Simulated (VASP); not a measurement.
# Ag (P6_3/mmc) in VASP: a series of runs

The runs below take Ag through single point, with LDA.

Everything below comes from runs of VASP 6.6.1. Logs are shortened: lines on timing, memory, paths and dates and some standing lists are left out, and cuts for length are marked.

## Step 1: The cell of the first run

Symmetry: P6_3/mmc, No. 194, hexagonal system. Conventional cell: a = 2.800 Å, b = 2.800 Å, c = 10.000 Å, α = 90.00°, β = 90.00°, γ = 120.00°. Ag (site symmetry -6m2) has 12 Ag at 2.80 to 2.98 Å within 3.7 Å. Ag (site symmetry -3m) has 12 Ag at 2.80 to 2.98 Å within 3.7 Å.

This isn't the form of Ag at room conditions, which is fcc.

## Step 2: Single point, LDA (equal xx and yy strain of -3 %)

INCAR reads:

```
SYSTEM = Ag
ALGO     = Normal         ! electronic algorithm
EDIFF    = 1E-7           ! SCF threshold, eV
ENCUT    = 520            ! plane-wave cutoff, eV
ISIF     = 2              ! what is computed and relaxed
ISMEAR   = -1             ! smearing method
LASPH    = .TRUE.         ! aspherical terms in the spheres
LCHARG   = .FALSE.        ! write CHGCAR
LREAL    = .FALSE.        ! projectors in reciprocal space
LWAVE    = .FALSE.        ! write WAVECAR
NBANDS   = 30             ! bands
NELM     = 80             ! most SCF steps
PREC     = Accurate       ! precision mode
SIGMA    = 0.08           ! smearing width, eV
```

KPOINTS reads:

```
k-points
0
G
  14 14 4
  0 0 0
```

POSCAR reads:

```
Ag
1.0
    2.7996129413      0.0000000000      0.0000000000
   -1.3998064707      2.4245359280      0.0000000000
    0.0000000000      0.0000000000     10.0000000000
Ag
4
Direct
    0.3333333333      0.6666666667      0.2500000000
    0.6666666667      0.3333333333      0.7500000000
    0.0000000000      0.0000000000      0.0000000000
    0.0000000000      0.0000000000      0.5000000000
```

Potentials or basis: VASP PAW LDA potentials, release 64 (Ag).

Launch:

```bash
cat potpaw_LDA.64/Ag/POTCAR > POTCAR
mpirun -np 1 vasp_std > vasp.out
```

OUTCAR:

```text
SYSTEM = Ag
   EDIFF = 1E-7
   ENCUT = 520
   ISIF = 2
   ISMEAR = -1
   LASPH = .TRUE.
   LREAL = .FALSE.
   NELM = 80
   PREC = Accurate

 ion  position               nearest neighbor table
   1  0.333  0.667  0.250-   3 2.98   4 2.98   3 2.98   4 2.98   3 2.98   4 2.98
   2  0.667  0.333  0.750-   3 2.98   4 2.98   3 2.98   4 2.98   3 2.98   4 2.98
   3  0.000  0.000  0.000-   1 2.98   2 2.98   2 2.98   1 2.98   2 2.98   1 2.98
   4  0.000  0.000  0.500-   1 2.98   2 2.98   2 2.98   1 2.98   2 2.98   1 2.98

  LATTYP: Found a hexagonal cell.
 ALAT       =     2.7996129413
 C/A-ratio  =     3.5719223370

  Lattice vectors:

 A1 = (   2.7996129413,   0.0000000000,   0.0000000000)
 A2 = (  -1.3998064707,   2.4245359280,   0.0000000000)
 A3 = (   0.0000000000,   0.0000000000,  10.0000000000)

Analysis of symmetry for initial positions (statically):
=====================================================================
 Subroutine PRICEL returns:
 Original cell was already a primitive cell.

 Routine SETGRP: Setting up the symmetry group for a
 hexagonal supercell.

 Subroutine GETGRP returns: Found 24 space group operations
 (whereof 12 operations were pure point group operations)
 out of a pool of 24 trial point group operations.

The static configuration has the point symmetry D_3d.
 The point group associated with its full space group is D_6h.

Analysis of symmetry for dynamics (positions and initial velocities):
=====================================================================
 Subroutine PRICEL returns:
 Original cell was already a primitive cell.

 Routine SETGRP: Setting up the symmetry group for a
 hexagonal supercell.

 Subroutine GETGRP returns: Found 24 space group operations
 (whereof 12 operations were pure point group operations)
 out of a pool of 24 trial point group operations.

The dynamic configuration has the point symmetry D_3d.
 The point group associated with its full space group is D_6h.

 Subroutine INISYM returns: Found 24 space group operations
 (whereof 12 operations are pure point group operations),
 and found     1 'primitive' translations

----------------------------------------------------------------------------------------

                                     Primitive cell

  volume of cell :      67.8776

  direct lattice vectors                    reciprocal lattice vectors
     2.799612941  0.000000000  0.000000000     0.357192234  0.206225032  0.000000000
    -1.399806471  2.424535928  0.000000000     0.000000000  0.412450065  0.000000000
     0.000000000  0.000000000 10.000000000     0.000000000  0.000000000  0.100000000

  length of vectors
     2.799612941  2.799612941 10.000000000     0.412450065  0.412450065  0.100000000

  position of ions in fractional coordinates (direct lattice)
     0.333333333  0.666666667  0.250000000
     0.666666667  0.333333333  0.750000000
     0.000000000  0.000000000  0.000000000
     0.000000000  0.000000000  0.500000000

  ion indices of the primitive-cell ions
   primitive index   ion index
                 1           1
                 2           2
                 3           3
                 4           4

----------------------------------------------------------------------------------------

 KPOINTS: k-points

Automatic generation of k-mesh.
 Grid dimensions read from file:
 generate k-points for:   14   14    4

 Generating k-lattice:

  Cartesian coordinates                     Fractional coordinates (reciprocal lattice)
     0.025513731  0.014730359  0.000000000     0.071428571  0.000000000  0.000000000
     0.000000000  0.029460719  0.000000000     0.000000000  0.071428571  0.000000000
     0.000000000  0.000000000  0.025000000     0.000000000  0.000000000  0.250000000

  Length of vectors
     0.029460719  0.029460719  0.025000000

  Shift w.r.t. Gamma in fractional coordinates (k-lattice)
     0.000000000  0.000000000  0.000000000

 Subroutine IBZKPT returns following result:
 ===========================================

 Found     72 irreducible k-points:

 Following reciprocal coordinates:
            Coordinates               Weight
  0.000000  0.000000  0.000000      1.000000
  0.071429 -0.000000  0.000000      6.000000
  0.142857 -0.000000  0.000000      6.000000
  0.214286 -0.000000  0.000000      6.000000
  0.285714 -0.000000  0.000000      6.000000
  0.357143 -0.000000  0.000000      6.000000
[... 16 lines left out ...]
  0.285714  0.285714  0.000000      6.000000
  0.357143  0.285714  0.000000      6.000000
 [... further k-points ...]
   k-points           NKPTS =     72   k-points in BZ     NKDIM =     72   number of bands    NBANDS=     30
   number of dos      NEDOS =    301   number of ions     NIONS =      4
   total plane-waves  NPLWV =  46080
   dimension x,y,z NGX =    24 NGY =   24 NGZ =   80
   dimension x,y,z NGXF=    48 NGYF=   48 NGZF=  160
   ions per type =               4
   NGX,Y,Z   is equivalent  to a cutoff of  14.25, 14.25, 13.30 a.u.
   NGXF,Y,Z  is equivalent  to a cutoff of  28.50, 28.50, 26.60 a.u.
 SYSTEM =  Ag
   PREC   = accura    normal or accurate (medium, high low for compatibility)
   ISTART =      0    job   : 0-new  1-cont  2-samecut
   ICHARG =      2    charge: 1-file 2-atom 10-const
   ISPIN  =      1    spin polarized calculation?
   LNONCOLLINEAR =      F non collinear calculations
   LSORBIT =      F    spin-orbit coupling
   LASPH  =      T    aspherical Exc in radial PAW
   ENCUT  =  520.0 eV  38.22 Ry    6.18 a.u.   5.21  5.21 18.59*2*pi/ulx,y,z
   NELM   =     80;   NELMIN=  2; NELMDL= -5     # of ELM steps
   EDIFF  = 0.1E-06   stopping-criterion for ELM
   LREAL  =      F    real-space projection
   EDIFFG = 0.1E-05   stopping-criterion for IOM
   NSW    =      0    number of steps for IOM
   IBRION =     -1    ionic relax: 0-MD 1-quasi-New 2-CG
   NFREE  =      0    steps in history (QN), initial steepest desc. (CG)
   ISIF   =      2    stress and relaxation
   ISYM   =      2    0-nonsym 1-usesym 2-fastsym
   POTIM  = 0.5000    time-step for ionic-motion
   TEBEG  =    0.0;   TEEND  =   0.0 temperature during run
   PSTRESS=    0.0 pullay stress
   NELECT =      44.0000    total number of electrons
   NUPDOWN=      -1.0000    fix difference up-down
   EMIN   =  10.00;   EMAX   =-10.00  energy-range for DOS
   EFERMI =   0.00;   METHOD = LEGACY
   ISMEAR =    -1;   SIGMA  =   0.08  broadening in eV -4-tet -1-fermi 0-gaus
   EFERMI_NEDOS =   21; number of points for ismear=-14 and -15
   IALGO  =     38    algorithm
   IMIX   =      4    mixing-type and parameters
     AMIX     =   0.40;   BMIX     =  1.00
     AMIX_MAG =   1.60;   BMIX_MAG =  1.00
  volume/ion in A,a.u.               =      16.97       114.52
  Fermi-wavevector in a.u.,A,eV,Ry     =   1.416827  2.677415 27.312321  2.007399
  Thomas-Fermi vector in A             =   2.538121
   LORBIT       =      0    0 simple, 1 ext, 2 COOP (PROOUT), +10 PAW based schemes
   GGA     = CA    functional components
   LHFCALC =     F    Hartree Fock is set to
   AEXX    =    0.0000 exact exchange contribution
   IVDW    =     0    specifies the selected vdW correction
   LEPSILON=     F    determine dielectric tensor
   LRPA    =     F    only Hartree local field effects (RPA)
 non-spin polarized calculation
  energy-cutoff  :      520.00
  volume of cell :       67.88
 maximum number of plane-waves:      1844
 NGX is ok and might be reduce to    24
   NGX = 11   NGY = 11   NGZ = 37

 number of electron      44.0000006 magnetization

 Free energy of the ion-electron system (eV)
  ---------------------------------------------------
  ext. energy  EPLUGINS =         0.00000000
  ---------------------------------------------------
  free energy    TOTEN  =       -14.93573754 eV

  energy without entropy =      -14.90816949  energy(sigma->0) =      -14.92195351

 E-fermi :   8.2347     XC(G=0): -12.6042

 val. band max:        8.2310296941   @ k =   0.4286  -0.0000   0.0000
 cond. band min:       8.2448810904   @ k =   0.4286   0.0714   0.2500
 fundamental gap:      0.0138513964
 Fermi energy:         8.2346708487

 k-point     1 :       0.0000    0.0000    0.0000
  band No.  band energies     occupation
      1       0.3464      2.00000
      2       1.4941      2.00000
      3       1.4983      2.00000
      4       1.6537      2.00000
      5       3.0436      2.00000
      6       3.4371      2.00000
[... 22 lines left out ...]
     29      24.4364      0.00000
     30      25.2978      0.00000

 k-point     2 :       0.0714   -0.0000    0.0000
  band No.  band energies     occupation
      1       0.5013      2.00000
      2       1.6353      2.00000
      3       1.6386      2.00000
      4       1.7604      2.00000
      5       3.0811      2.00000
      6       3.3136      2.00000
[... 22 lines left out ...]
     29      24.2608      0.00000
     30      25.0056      0.00000

 k-point     3 :       0.1429   -0.0000    0.0000
  band No.  band energies     occupation
      1       0.9407      2.00000
      2       1.9880      2.00000
      3       2.0042      2.00000
      4       2.0497      2.00000
      5       3.0482      2.00000
      6       3.1503      2.00000
[... 22 lines left out ...]
     29      23.6087      0.00000
     30      23.6671      0.00000

 k-point     4 :       0.2143   -0.0000    0.0000
  band No.  band energies     occupation
      1       1.5478      2.00000
      2       2.1916      2.00000
      3       2.3089      2.00000
      4       2.4048      2.00000
      5       2.8251      2.00000
      6       2.9024      2.00000
[... 22 lines left out ...]
     29      21.3300      0.00000
     30      21.3638      0.00000

 k-point     5 :       0.2857   -0.0000    0.0000
  band No.  band energies     occupation
      1       1.9600      2.00000
      2       2.1078      2.00000
      3       2.2112      2.00000
      4       2.3809      2.00000
      5       2.6522      2.00000
      6       2.7423      2.00000
[... 22 lines left out ...]
     29      19.1754      0.00000
     30      19.5623      0.00000
[... 526 lines left out ...]
     29      16.0667      0.00000
     30      17.5444      0.00000

 k-point    22 :       0.3571    0.2143    0.0000
  band No.  band energies     occupation
      1       2.2585      2.00000
      2       2.3485      2.00000
      3       2.4501      2.00000
      4       2.7543      2.00000
      5       2.7742      2.00000
      6       2.8373      2.00000
[... 22 lines left out ...]
     29      16.4200      0.00000
     30      17.1949      0.00000

 k-point    23 :       0.2857    0.2857    0.0000
  band No.  band energies     occupation
      1       2.5188      2.00000
      2       2.5268      2.00000
      3       2.5413      2.00000
      4       2.8045      2.00000
      5       2.8536      2.00000
      6       3.0657      2.00000
[... 22 lines left out ...]
     29      15.2696      0.00000
     30      15.8924      0.00000

 k-point    24 :       0.3571    0.2857    0.0000
  band No.  band energies     occupation
      1       2.5021      2.00000
      2       2.6251      2.00000
      3       2.7454      2.00000
      4       2.8118      2.00000
      5       2.8317      2.00000
      6       2.9645      2.00000
[... 22 lines left out ...]
     29      15.1605      0.00000
     30      17.2114      0.00000

 [... further k-points ...]
[... 5 lines left out ...]
  --------------------------------------------------------------------------------------
  -------------------------------------------------------------------------------------
  Total       -1.0878987     -1.0878987     -4.6694735      0.0000000      0.0000000      0.0000000
  in kB      -25.6786635    -25.6786635   -110.2178359      0.0000000      0.0000000      0.0000000
  external PRESSURE =     -53.8583876 kB  Pullay stress =       0.0000000 kB

 VOLUME and BASIS-vectors are now :
 -----------------------------------------------------------------------------
  energy-cutoff  :      520.00
  volume of cell :       67.88
      direct lattice vectors                 reciprocal lattice vectors
     2.799612941  0.000000000  0.000000000     0.357192234  0.206225032  0.000000000
    -1.399806471  2.424535928  0.000000000     0.000000000  0.412450065  0.000000000
     0.000000000  0.000000000 10.000000000     0.000000000  0.000000000  0.100000000

 POSITION                                       TOTAL-FORCE (eV/Angst)
 -----------------------------------------------------------------------------------
     -0.00000      1.61636      2.50000        -0.000000      0.000000      0.000000
      1.39981      0.80818      7.50000         0.000000     -0.000000      0.000000
      0.00000      0.00000      0.00000        -0.000000      0.000000      0.000000
      0.00000      0.00000      5.00000        -0.000000      0.000000      0.000000
 -----------------------------------------------------------------------------------
    total drift:                               -0.000000      0.000000     -0.000000

  FREE ENERGIE OF THE ION-ELECTRON SYSTEM (eV)
  ---------------------------------------------------
  free  energy   TOTEN  =       -14.9357375367 eV

  energy  without entropy=      -14.9081694855  energy(sigma->0) =      -14.92195351
```

Wall time 1.8 min (1 thread of Intel Xeon Platinum 8488C (Sapphire Rapids), shared host); peak memory 0.23 GiB.

Results:

```
Free energy            : -14.9357 eV
Pressure               : -5.4 GPa
Band gap on the k mesh : zero (bands 22 and 23 overlap by 6.39 eV)
```

Caveat: the cell differs from its parent crystal (equal xx and yy strain of -3 %); the cell stands under tension.

(Part 1 of 2 ends here.)
